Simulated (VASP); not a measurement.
Set up this calculation in VASP 6.6.1, as the native input.

```yaml
Task: single point
Functional: RPBE
Potentials_or_basis: VASP PAW PBE potentials, release 64 (Si, C)
Cutoff: 520 eV
k_mesh: 10 × 10 × 3
Occupations: fermi-dirac, width 0.05 eV
Spin: no spin polarisation
Dipole_correction: no
Further_INCAR_settings: ALGO = Normal; EDIFF = 1e-06; NBANDS = 26
```

The structure of SiC lies in POSCAR:

```
SiC
1.0
    3.1096849929      0.0000000000      0.0000000000
   -1.5548424964      2.6930662016      0.0000000000
    0.0000000000      0.0000000000     10.1797966484
Si C
4 4
Direct
    0.0000000000      0.0000000000      0.1879065353
    0.0000000000      0.0000000000      0.6879065353
    0.3333333333      0.6666666667      0.4378457883
    0.6666666667      0.3333333333      0.9378457883
    0.0000000000      0.0000000000      0.0004409049
    0.0000000000      0.0000000000      0.5004409049
    0.3333333333      0.6666666667      0.2498057715
    0.6666666667      0.3333333333      0.7498057715
```

These files were run (other wordings do the same):

INCAR

```
SYSTEM = SiC
ALGO = Normal
EDIFF = 1E-6
ENCUT = 520
GGA = RP
ISIF = 2
ISMEAR = -1
LASPH = .TRUE.
LCHARG = .FALSE.
LREAL = .FALSE.
LWAVE = .FALSE.
NBANDS = 26
NELM = 80
PREC = Accurate
SIGMA = 0.05
```

KPOINTS

```
k-points
0
G
  10 10 3
  0 0 0
```

Potentials or basis: VASP PAW PBE potentials, release 64 (Si, C).

Command:

```console
$ cat potpaw_PBE.64/Si/POTCAR potpaw_PBE.64/C/POTCAR > POTCAR
$ mpirun -np 1 vasp_std > vasp.out
```

It gave:

| Item | Value |
| --- | --- |
| Pressure | -0.5 GPa |
| Band gap on the k mesh | 2.24 eV (least direct gap 3.34 eV) |

Caveat: the PAW data sets were made with another functional, which shifts forces and pressure a little; an odd mesh through Γ misses points on the zone boundary, where band edges can lie.

Wall time 68 s on 1 thread of Intel Xeon 8259CL (shared host), peak memory 0.22 GiB.
